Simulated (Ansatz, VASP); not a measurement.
# One calculation of BeS, two programs

File INCAR:

```
  PREC = Accurate
  ENCUT = 600
  EDIFF = 1E-6
  ISMEAR = 0
  SIGMA = 0.1
  LREAL = F
  LASPH = T
  NELM = 120
  ALGO = Normal
  ISIF = 2
  LWAVE = F
  LCHARG = T
  LELF = T
  LVHAR = T
  NBANDS = 11
  GGA_COMPAT = F
```

KPOINTS

```
regular mesh
0
Gamma
  6 6 6
```

Contents of POSCAR:

```
BeS
1.0
    0.0000000000      2.4250000000      2.4250000000
    2.4250000000      0.0000000000      2.4250000000
    2.4250000000      2.4250000000      0.0000000000
Be S
1 1
Direct
    0.0000000000      0.0000000000      0.0000000000
    0.2500000000      0.2500000000      0.2500000000
```

Input for Ansatz:

```yaml
crystal:
  lattice:
    - [0.0, 2.425, 2.425]
    - [2.425, 0.0, 2.425]
    - [2.425, 2.425, 0.0]
  atoms:
    - { symbol: Be, position: [0.0, 0.0, 0.0] }
    - { symbol: S, position: [0.25, 0.25, 0.25] }
basis:
  ecutwfc: 420
kpoints:
  mp_grid: { grid: [6, 6, 6] }
hamiltonian:
  xc: lda
scf:
  occupations: { method: gaussian, width: 0.1 }
output:
  forces: true
  stress: true
  eigenvalues: true
```

Alike in both runs: task single point; functional LDA; k mesh 6 × 6 × 6; occupations gaussian, width 0.1 eV; no spin polarisation.

|  | VASP | Ansatz |
| --- | --- | --- |
| version | VASP 6.6.1 | Ansatz 0.2.0 |
| potentials or method | VASP PAW LDA potentials, release 64 (Be, S), cutoff 600 eV | scalar-relativistic, plane waves, PAW |
| valence electrons in the cell | 8 | 8 |

VASP gave:

* gap on the k mesh at the Fermi level (eV): 2.90
* least direct gap on the mesh (eV): 5.54
* pressure (GPa): -3.1

Estimate Ansatz's values.

gap on the k mesh at the Fermi level (eV): 2.90; least direct gap on the mesh (eV): 5.52; pressure (GPa): -3.2.

LDA's correlation is that of Perdew and Zunger in VASP and of Perdew and Wang (1992) in Ansatz.
